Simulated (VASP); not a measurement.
# MnH3 (Pm-3m) in VASP: further runs

The runs below take MnH3 through single point, with PBE.

All numbers are computed with VASP 6.6.1; they aren't measurements. Logs are shortened: lines on timing, memory, paths and dates and some standing lists are left out, and cuts for length are marked.

## (1) The cell of the first run

Symmetry: Pm-3m, No. 221, cubic system. Conventional cell: a = 2.680 Å, b = 2.680 Å, c = 2.680 Å, α = 90.00°, β = 90.00°, γ = 90.00°. Mn (site symmetry m-3m) has 12 H at 1.90 Å within 2.5 Å. H (site symmetry 4/mmm) has 4 Mn at 1.90 Å and 8 H at 1.90 Å within 2.5 Å.

The cell was built from a structure type or drawn by symmetry, and may not be a known phase.

## (2) Single point, PBE, collinear spin, ferromagnetic start

Input file INCAR:

```
SYSTEM = MnH3
PREC = Accurate ; ENCUT = 520
EDIFF = 1E-7 ; ISMEAR = 0
SIGMA = 0.1 ; LREAL = .FALSE.
LASPH = .TRUE. ; NELM = 150
ALGO = Normal ; ISIF = 2
LWAVE = .FALSE. ; LCHARG = .TRUE.
ISPIN = 2 ; MAGMOM = 4 0 0 0
LORBIT = 11 ; LMAXMIX = 4
GGA = PE ; LELF = .TRUE.
LVHAR = .TRUE. ; NBANDS = 20
```

Input file KPOINTS:

```
Automatic mesh
0
G
  6 6 6
  0 0 0
```

Input file POSCAR:

```
MnH3
1.0
    2.6799647273      0.0000000000      0.0000000000
    0.0000000000      2.6799647273      0.0000000000
    0.0000000000      0.0000000000      2.6799647273
Mn H
1 3
Direct
    0.0000000000      0.0000000000      0.0000000000
    0.5000000000      0.5000000000      0.0000000000
    0.5000000000      0.0000000000      0.5000000000
    0.0000000000      0.5000000000      0.5000000000
```

Potentials or basis: VASP PAW PBE potentials, release 64 (Mn_pv, H).

Started as:

```console
$ cat potpaw_PBE.64/Mn_pv/POTCAR potpaw_PBE.64/H/POTCAR > POTCAR
$ mpirun -np 1 vasp_std > vasp.out
```

OUTCAR:

```text
SYSTEM = MnH3
   PREC = Accurate
   ENCUT = 520
   EDIFF = 1E-7
   ISMEAR = 0
   LREAL = .FALSE.
   LASPH = .TRUE.
   NELM = 150
   ISIF = 2
   ISPIN = 2
   LORBIT = 11
   GGA = PE

 ion  position               nearest neighbor table
   1  0.000  0.000  0.000-   2 1.90   3 1.90   4 1.90   3 1.90   4 1.90   2 1.90   4 1.90   4 1.90
                             2 1.90   3 1.90   3 1.90   2 1.90
   2  0.500  0.500  0.000-   1 1.90   1 1.90   1 1.90   1 1.90
   3  0.500  0.000  0.500-   1 1.90   1 1.90   1 1.90   1 1.90
   4  0.000  0.500  0.500-   1 1.90   1 1.90   1 1.90   1 1.90

  LATTYP: Found a simple cubic cell.
 ALAT       =     2.6799647273

  Lattice vectors:

 A1 = (   2.6799647273,   0.0000000000,   0.0000000000)
 A2 = (   0.0000000000,   2.6799647273,   0.0000000000)
 A3 = (   0.0000000000,   0.0000000000,   2.6799647273)

Analysis of symmetry for initial positions (statically):
=====================================================================
 Subroutine PRICEL returns:
 Original cell was already a primitive cell.

 Routine SETGRP: Setting up the symmetry group for a
 simple cubic supercell.

 Subroutine GETGRP returns: Found 48 space group operations
 (whereof 48 operations were pure point group operations)
 out of a pool of 48 trial point group operations.

The static configuration has the point symmetry O_h .

Analysis of symmetry for dynamics (positions and initial velocities):
=====================================================================
 Subroutine PRICEL returns:
 Original cell was already a primitive cell.

 Routine SETGRP: Setting up the symmetry group for a
 simple cubic supercell.

 Subroutine GETGRP returns: Found 48 space group operations
 (whereof 48 operations were pure point group operations)
 out of a pool of 48 trial point group operations.

The dynamic configuration has the point symmetry O_h .

Analysis of structural, dynamic, and magnetic symmetry:
=====================================================================
 Subroutine PRICEL returns:
 Original cell was already a primitive cell.

 Routine SETGRP: Setting up the symmetry group for a
 simple cubic supercell.

 Subroutine GETGRP returns: Found 48 space group operations
 (whereof 48 operations were pure point group operations)
 out of a pool of 48 trial point group operations.

The overall configuration has the point symmetry O_h .

 Subroutine INISYM returns: Found 48 space group operations
 (whereof 48 operations are pure point group operations),
 and found     1 'primitive' translations

----------------------------------------------------------------------------------------

                                     Primitive cell
[... 122 lines left out ...]
 Gauss-broadening in eV      SIGMA  =   0.10
  energy-cutoff  :      520.00
  volume of cell :       19.25
 maximum number of plane-waves:       552
 NGX is ok and might be reduce to    20
   NGX =  9   NGY =  9   NGZ =  9

 number of electron      16.0000031 magnetization       1.7521718

 Free energy of the ion-electron system (eV)
  ---------------------------------------------------
  ext. energy  EPLUGINS =         0.00000000
  ---------------------------------------------------
  free energy    TOTEN  =       -18.30358821 eV

  energy without entropy =      -18.29070380  energy(sigma->0) =      -18.29714601

 E-fermi :   7.7561     XC(G=0): -12.6420

 val. band max:        7.7507599953   @ k =   0.5000   0.3333   0.0000
 cond. band min:       7.7567350369   @ k =   0.3333   0.3333   0.1667
 fundamental gap:      0.0059750416
 Fermi energy:         7.7561251745

 spin component 1

 k-point     1 :       0.0000    0.0000    0.0000
  band No.  band energies     occupation
      1     -41.5122      1.00000
      2     -41.5122      1.00000
      3     -41.5122      1.00000
      4      -5.8652      1.00000
      5       2.8801      1.00000
      6       2.8801      1.00000
[... 436 lines left out ...]
      6       1.0148      1.00000
[... 12 lines left out ...]
     19      45.3131      0.00000
     20      45.3131      0.00000
 Fermi energy:         7.7561251745

 spin component 2

 k-point     1 :       0.0000    0.0000    0.0000
  band No.  band energies     occupation
      1     -39.6132      1.00000
      2     -39.6132      1.00000
      3     -39.6132      1.00000
      4      -5.7801      1.00000
      5       3.4959      1.00000
      6       3.4959      1.00000
[... 449 lines left out ...]
     19      45.5090      0.00000
     20      45.5090      0.00000

------------------------ aborting loop because EDIFF is reached ----------------------------------------

  FORCE on cell =-STRESS in cart. coord.  units (eV):
  Direction    XX          YY          ZZ          XY          YZ          ZX
  --------------------------------------------------------------------------------------
  -------------------------------------------------------------------------------------
  Total       -0.0050834     -0.0050834     -0.0050834      0.0000000      0.0000000     -0.0000000
  in kB       -0.4231360     -0.4231360     -0.4231360      0.0000000      0.0000000     -0.0000000
  external PRESSURE =      -0.4231360 kB  Pullay stress =       0.0000000 kB

 VOLUME and BASIS-vectors are now :
 -----------------------------------------------------------------------------
  energy-cutoff  :      520.00
  volume of cell :       19.25
      direct lattice vectors                 reciprocal lattice vectors
     2.679964727  0.000000000  0.000000000     0.373139239  0.000000000  0.000000000
     0.000000000  2.679964727  0.000000000     0.000000000  0.373139239  0.000000000
     0.000000000  0.000000000  2.679964727     0.000000000  0.000000000  0.373139239

 POSITION                                       TOTAL-FORCE (eV/Angst)
 -----------------------------------------------------------------------------------
      0.00000      0.00000      0.00000         0.000000      0.000000      0.000000
      1.33998      1.33998      0.00000         0.000000      0.000000      0.000000
      1.33998      0.00000      1.33998         0.000000      0.000000      0.000000
      0.00000      1.33998      1.33998         0.000000      0.000000      0.000000
 -----------------------------------------------------------------------------------
    total drift:                                0.000000      0.000000     -0.000000

  FREE ENERGIE OF THE ION-ELECTRON SYSTEM (eV)
  ---------------------------------------------------
  free  energy   TOTEN  =       -18.3035882140 eV

  energy  without entropy=      -18.2907038042  energy(sigma->0) =      -18.29714601

 total charge

# of ion       s       p       d       tot
------------------------------------------
    1        0.297   6.349   5.241  11.888
    2        0.500   0.026   0.000   0.525
    3        0.500   0.026   0.000   0.525
    4        0.500   0.026   0.000   0.525
--------------------------------------------------
tot          1.797   6.426   5.241  13.464

 magnetization (x)

# of ion       s       p       d       tot
------------------------------------------
    1        0.017   0.029   1.759   1.805
    2       -0.031   0.003   0.000  -0.028
    3       -0.031   0.003   0.000  -0.028
    4       -0.031   0.003   0.000  -0.028
--------------------------------------------------
tot         -0.077   0.039   1.759   1.721
```

Wall time 11 s (1 thread of Intel Xeon Platinum 8488C (Sapphire Rapids), shared host); peak memory 0.13 GiB.

What came out:

```
Free energy                                           : -18.3036 eV
Pressure                                              : 0.0 GPa
Net moment                                            : 1.75 μB per cell
Site moments                                          : Mn +1.80; H -0.03 μB
Valence electrons inside the program's atomic spheres : Mn 11.89; H 0.53
```

Caveat: the k points lie up to 0.39 Å⁻¹ apart.

## (3) Single point, PBE, collinear spin, ferromagnetic start

This run uses another cell than the first one, of 8.51 Å³/atom.

Input file INCAR:

```
  PREC = Accurate
  ENCUT = 520
  EDIFF = 1E-6
  ISMEAR = 0
  SIGMA = 0.1
  LREAL = F
  LASPH = T
  NELM = 150
  ALGO = Normal
  ISIF = 2
  LWAVE = F
  LCHARG = F
  ISPIN = 2
  MAGMOM = 4 0 0 0
  LORBIT = 11
  LMAXMIX = 4
  GGA = PE
  NBANDS = 20
```

Input file KPOINTS:

```
Automatic mesh
0
Gamma
  6 6 6
```

Input file POSCAR:

```
MnH3
1.0
    3.2408784700      0.0000000000      0.0000000000
    0.0000000000      3.2408784700      0.0000000000
    0.0000000000      0.0000000000      3.2408784700
Mn H
1 3
Direct
    0.0000000000      0.0000000000      0.0000000000
    0.5000000000      0.5000000000      0.0000000000
    0.5000000000      0.0000000000      0.5000000000
    0.0000000000      0.5000000000      0.5000000000
```

Potentials or basis: VASP PAW PBE potentials, release 64 (Mn_pv, H).

Started as:

```console
$ cat potpaw_PBE.64/Mn_pv/POTCAR potpaw_PBE.64/H/POTCAR > POTCAR
$ mpirun -np 1 vasp_std > vasp.out
```

Run time: 12 s. Hardware: 1 thread of Intel Xeon Platinum 8488C (Sapphire Rapids), shared host; peak memory 0.16 GiB.

Results (log left out):

```yaml
Free_energy: -16.6398 eV
Pressure: -23.9 GPa
Net_moment: 3.66 μB per cell
Site_moments: Mn +3.83; H -0.07 μB
Valence_electrons_inside_the_program's_atomic_spheres: Mn 11.24; H 0.43
```

Levels at points of the mesh, in eV from the Fermi level:
Spin up:
```csv
k point,band 8,band 9,band 10,band 11,band 12,band 13
"(0.00, 0.00, 0.00)",-2.46,-2.46,2.54,2.54,7.00,7.00
"(0.50, 0.00, 0.00)",-2.85,-2.43,-1.64,1.81,7.57,10.33
"(0.50, 0.50, 0.00)",-2.77,-2.77,-2.12,0.52,1.61,9.61
"(0.50, 0.50, 0.50)",-2.10,1.12,1.12,1.12,3.06,3.06
```
Spin down:
```
           k point  band 2  band 3  band 4  band 5  band 6  band 7  band 8  band 9  band 10  band 11
(0.00, 0.00, 0.00)  -46.43  -46.43   -9.16   -1.90   -1.90    1.39    1.39    1.39     3.31     3.31
(0.50, 0.00, 0.00)  -46.43  -46.43   -6.33   -5.54   -0.16    0.75    0.75    1.04     1.44     1.83
(0.50, 0.50, 0.00)  -46.45  -46.43   -4.32   -3.55   -3.55   -0.68    0.90    0.90     1.62     3.11
(0.50, 0.50, 0.50)  -46.45  -46.45   -3.51   -3.51   -3.51    1.65    1.65    3.33     3.33     3.33
```

Caveat: the cell stands under tension.

## (4) Single point, PBE, collinear spin, ferromagnetic start

This run uses another cell than the first one, of 4.83 Å³/atom.

Input file INCAR:

```
SYSTEM = MnH3
  PREC = Accurate
  ENCUT = 520
  EDIFF = 1E-7
  ISMEAR = 0
  SIGMA = 0.1
  LREAL = .False.
  LASPH = .True.
  NELM = 150
  ALGO = Normal
  ISIF = 2
  LWAVE = .False.
  LCHARG = .False.
  ISPIN = 2
  MAGMOM = 1.68 0 0 0
  LORBIT = 11
  LMAXMIX = 4
  GGA = PE
  NBANDS = 20
```

Input file KPOINTS:

```
regular mesh
0
Gamma
  18 18 18
  0 0 0
```

Input file POSCAR:

```
MnH3
1.0
    2.6841565710      0.0000000000      0.0000000000
    0.0000000000      2.6841565710      0.0000000000
    0.0000000000      0.0000000000      2.6841565710
Mn H
1 3
Direct
    0.0000000000      0.0000000000      0.0000000000
    0.5000000000      0.5000000000      0.0000000000
    0.5000000000      0.0000000000      0.5000000000
    0.0000000000      0.5000000000      0.5000000000
```

Potentials or basis: VASP PAW PBE potentials, release 64 (Mn_pv, H).

Started as:

```console
$ cat potpaw_PBE.64/Mn_pv/POTCAR potpaw_PBE.64/H/POTCAR > POTCAR
$ mpirun -np 1 vasp_std > vasp.out
```

OUTCAR:

```text
SYSTEM = MnH3
   PREC = Accurate
   ENCUT = 520
   EDIFF = 1E-7
   ISMEAR = 0
   LREAL = .False.
   LASPH = .True.
   NELM = 150
   ISIF = 2
   ISPIN = 2
   LORBIT = 11
   GGA = PE

 ion  position               nearest neighbor table
   1  0.000  0.000  0.000-   2 1.90   3 1.90   4 1.90   3 1.90   4 1.90   2 1.90   4 1.90   4 1.90
                             2 1.90   3 1.90   3 1.90   2 1.90
   2  0.500  0.500  0.000-   1 1.90   1 1.90   1 1.90   1 1.90
   3  0.500  0.000  0.500-   1 1.90   1 1.90   1 1.90   1 1.90
   4  0.000  0.500  0.500-   1 1.90   1 1.90   1 1.90   1 1.90

  LATTYP: Found a simple cubic cell.
 ALAT       =     2.6841565710

  Lattice vectors:

 A1 = (   2.6841565710,   0.0000000000,   0.0000000000)
 A2 = (   0.0000000000,   2.6841565710,   0.0000000000)
 A3 = (   0.0000000000,   0.0000000000,   2.6841565710)

Analysis of symmetry for initial positions (statically):
=====================================================================
 Subroutine PRICEL returns:
 Original cell was already a primitive cell.

 Routine SETGRP: Setting up the symmetry group for a
 simple cubic supercell.

 Subroutine GETGRP returns: Found 48 space group operations
 (whereof 48 operations were pure point group operations)
 out of a pool of 48 trial point group operations.

The static configuration has the point symmetry O_h .

Analysis of symmetry for dynamics (positions and initial velocities):
=====================================================================
 Subroutine PRICEL returns:
 Original cell was already a primitive cell.

 Routine SETGRP: Setting up the symmetry group for a
 simple cubic supercell.

 Subroutine GETGRP returns: Found 48 space group operations
 (whereof 48 operations were pure point group operations)
 out of a pool of 48 trial point group operations.

The dynamic configuration has the point symmetry O_h .

Analysis of structural, dynamic, and magnetic symmetry:
=====================================================================
 Subroutine PRICEL returns:
 Original cell was already a primitive cell.

 Routine SETGRP: Setting up the symmetry group for a
 simple cubic supercell.

 Subroutine GETGRP returns: Found 48 space group operations
[... 162 lines left out ...]

 spin component 1

 k-point     1 :       0.0000    0.0000    0.0000
  band No.  band energies     occupation
      1     -41.6228      1.00000
      2     -41.6228      1.00000
      3     -41.6228      1.00000
      4      -5.8705      1.00000
      5       2.8040      1.00000
      6       2.8040      1.00000
[... 541 lines left out ...]
     19      32.4213      0.00000
     20      35.9556      0.00000

 [... further k-points ...]

 spin component 2

 k-point     1 :       0.0000    0.0000    0.0000
  band No.  band energies     occupation
      1     -39.5927      1.00000
      2     -39.5927      1.00000
      3     -39.5927      1.00000
      4      -5.7901      1.00000
      5       3.5118      1.00000
      6       3.5118      1.00000
[... 541 lines left out ...]
     19      32.5435      0.00000
     20      36.2505      0.00000

 [... further k-points ...]

------------------------ aborting loop because EDIFF is reached ----------------------------------------

  FORCE on cell =-STRESS in cart. coord.  units (eV):
  Direction    XX          YY          ZZ          XY          YZ          ZX
  --------------------------------------------------------------------------------------
  -------------------------------------------------------------------------------------
  Total       -0.0189088     -0.0189088     -0.0189088      0.0000000     -0.0000000     -0.0000000
  in kB       -1.5665708     -1.5665708     -1.5665708      0.0000000     -0.0000000     -0.0000000
  external PRESSURE =      -1.5665708 kB  Pullay stress =       0.0000000 kB

 VOLUME and BASIS-vectors are now :
 -----------------------------------------------------------------------------
  energy-cutoff  :      520.00
  volume of cell :       19.34
      direct lattice vectors                 reciprocal lattice vectors
     2.684156571  0.000000000  0.000000000     0.372556508  0.000000000  0.000000000
     0.000000000  2.684156571  0.000000000     0.000000000  0.372556508  0.000000000
     0.000000000  0.000000000  2.684156571     0.000000000  0.000000000  0.372556508

 POSITION                                       TOTAL-FORCE (eV/Angst)
 -----------------------------------------------------------------------------------
      0.00000      0.00000      0.00000         0.000000      0.000000      0.000000
      1.34208      1.34208      0.00000         0.000000      0.000000      0.000000
      1.34208      0.00000      1.34208         0.000000      0.000000      0.000000
      0.00000      1.34208      1.34208         0.000000      0.000000      0.000000
 -----------------------------------------------------------------------------------
    total drift:                               -0.000000      0.000000     -0.000000

  FREE ENERGIE OF THE ION-ELECTRON SYSTEM (eV)
  ---------------------------------------------------
  free  energy   TOTEN  =       -18.3140466169 eV

  energy  without entropy=      -18.3042108405  energy(sigma->0) =      -18.30912873

 total charge

# of ion       s       p       d       tot
------------------------------------------
    1        0.297   6.346   5.234  11.878
    2        0.499   0.025   0.000   0.525
    3        0.499   0.025   0.000   0.525
    4        0.499   0.025   0.000   0.525
--------------------------------------------------
tot          1.796   6.422   5.234  13.452

 magnetization (x)

# of ion       s       p       d       tot
------------------------------------------
    1        0.015   0.033   1.875   1.923
    2       -0.034   0.003   0.000  -0.031
    3       -0.034   0.003   0.000  -0.031
    4       -0.034   0.003   0.000  -0.031
--------------------------------------------------
tot         -0.087   0.043   1.875   1.831
```

OSZICAR:

```text
N       E                     dE             d eps       ncg     rms          rms(c)
DAV:   1     0.117064132507E+03    0.11706E+03   -0.81052E+03 17720   0.928E+02
DAV:   2    -0.160824827621E+02   -0.13315E+03   -0.12409E+03 17860   0.272E+02
DAV:   3    -0.205084686458E+02   -0.44260E+01   -0.43578E+01 20192   0.528E+01
DAV:   4    -0.205325888684E+02   -0.24120E-01   -0.24115E-01 19720   0.391E+00
DAV:   5    -0.205327600871E+02   -0.17122E-03   -0.17122E-03 20008   0.319E-01    0.173E+01
DAV:   6    -0.191720484977E+02    0.13607E+01   -0.57354E+00 19848   0.424E+01    0.968E+00
DAV:   7    -0.183212755491E+02    0.85077E+00   -0.13209E+00 19500   0.196E+01    0.388E+00
DAV:   8    -0.183154481418E+02    0.58274E-02   -0.35977E-02 20384   0.147E+00    0.201E+00
DAV:   9    -0.183136876818E+02    0.17605E-02   -0.52843E-03 21136   0.558E-01    0.473E-01
DAV:  10    -0.183139530498E+02   -0.26537E-03   -0.15574E-03 19916   0.473E-01    0.129E-01
DAV:  11    -0.183140430028E+02   -0.89953E-04   -0.11354E-04 20552   0.137E-01    0.433E-02
DAV:  12    -0.183140464394E+02   -0.34366E-05   -0.36623E-05 19720   0.480E-02    0.307E-02
DAV:  13    -0.183140465440E+02   -0.10462E-06   -0.21527E-06 19764   0.142E-02    0.117E-02
DAV:  14    -0.183140467818E+02   -0.23780E-06   -0.74043E-07 19632   0.661E-03    0.394E-03
DAV:  15    -0.183140466102E+02    0.17162E-06   -0.14552E-07 19556   0.376E-03    0.849E-04
DAV:  16    -0.183140466169E+02   -0.67039E-08   -0.30912E-08 12608   0.162E-03
   1 F= -.18314047E+02 E0= -.18309129E+02  d E =-.983578E-02  mag=     1.8594
```

stdout:

```text
POSCAR found type information on POSCAR MnH
 POSCAR found :  2 types and       4 ions
 scaLAPACK will be used
 LDA part: xc-table for (Slater+PW92), standard interpolation
 POSCAR, INCAR and KPOINTS ok, starting setup
 FFT: planning ... GRIDC
 FFT: planning ... GRID_SOFT
 FFT: planning ... GRID
 WAVECAR not read
 entering main loop
```

Wall time 79 s (1 thread of Intel Xeon Platinum 8488C (Sapphire Rapids), shared host); peak memory 0.23 GiB.

What came out:

```
Free energy                                           : -18.3140 eV
Pressure                                              : -0.2 GPa
Net moment                                            : 1.86 μB per cell
Site moments                                          : Mn +1.92; H -0.03 μB
Valence electrons inside the program's atomic spheres : Mn 11.88; H 0.53
```

## (5) Summary

```tsv
cell	k mesh	gap on the mesh (eV)	pressure (GPa)	moment (μB)
a = 2.680 Å, 4 atoms	6 × 6 × 6	none	0.0	1.75
a = 3.241 Å, 4 atoms	6 × 6 × 6	none	-23.9	3.66
a = 2.684 Å, 4 atoms	18 × 18 × 18	none	-0.2	1.86
```

Alike in all rows: task single point; level PBE; potentials or basis VASP PAW PBE potentials, release 64 (Mn_pv, H); spin collinear, ferromagnetic start; cutoff (eV) 520; smearing gaussian 0.1 eV.

Caveats: some runs use coarse meshes; the cell stands under tension (at least some runs).

Total energies depend on the potentials used, so only differences within one code and one set of settings carry meaning.
